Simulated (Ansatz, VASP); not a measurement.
**One calculation of LiCl, two programs**

Contents of INCAR:

```
PREC = Accurate ; ENCUT = 520
EDIFF = 1E-7 ; ISMEAR = 0
SIGMA = 0.05 ; LREAL = F
LASPH = T ; NELM = 80
ALGO = Normal ; ISIF = 2
LWAVE = F ; LCHARG = F
GGA = PE ; NBANDS = 12
```

Contents of KPOINTS:

```
Automatic mesh
0
Gamma
  8 8 8
```

Contents of POSCAR:

```
LiCl
1.0
    0.0000000000      2.5904076000      2.5647600000
    2.5904076000      0.0000000000      2.5647600000
    2.5904076000      2.5904076000      0.0000000000
Li Cl
1 1
Direct
    0.0000000000      0.0000000000      0.0000000000
    0.5000000000      0.5000000000      0.5000000000
```

Input for Ansatz:

```yaml
crystal:
  lattice:
    - [0.0, 2.5904076, 2.56476]
    - [2.5904076, 0.0, 2.56476]
    - [2.5904076, 2.5904076, 0.0]
  atoms:
    - { symbol: Li, position: [0.0, 0.0, 0.0] }
    - { symbol: Cl, position: [0.5, 0.5, 0.5] }
basis:
  ecutwfc: 420
kpoints:
  mp_grid: { grid: [8, 8, 8] }
hamiltonian:
  xc: pbe
scf:
  occupations: { method: gaussian, width: 0.05 }
output:
  forces: true
  stress: true
  eigenvalues: true
```

Change from the starting cell: strain +0.0100 x Voigt [1, 1, 0, 0, 0, 0], atoms carried along.

Alike in both runs: task single point; functional PBE; k mesh 8 × 8 × 8; occupations gaussian, width 0.05 eV; no spin polarisation.

|  | VASP | Ansatz |
| --- | --- | --- |
| version | VASP 6.6.1 | Ansatz 0.2.0 |
| potentials or method | VASP PAW PBE potentials, release 64 (Li_sv, Cl), cutoff 520 eV | scalar-relativistic, plane waves, PAW |
| valence electrons in the cell | 10 | 10 |

|  | VASP | Ansatz | Ansatz less VASP |
| --- | --- | --- | --- |
| gap on the k mesh at the Fermi level (eV) | 6.22 | 6.21 | -0.012 |
| least direct gap on the mesh (eV) | 6.22 | 6.21 | -0.012 |

With one functional, cell and mesh, what is left measures potentials, basis and numerics.

Noted on VASP's run: the cutoff is short for stress, so the pressure is rough.
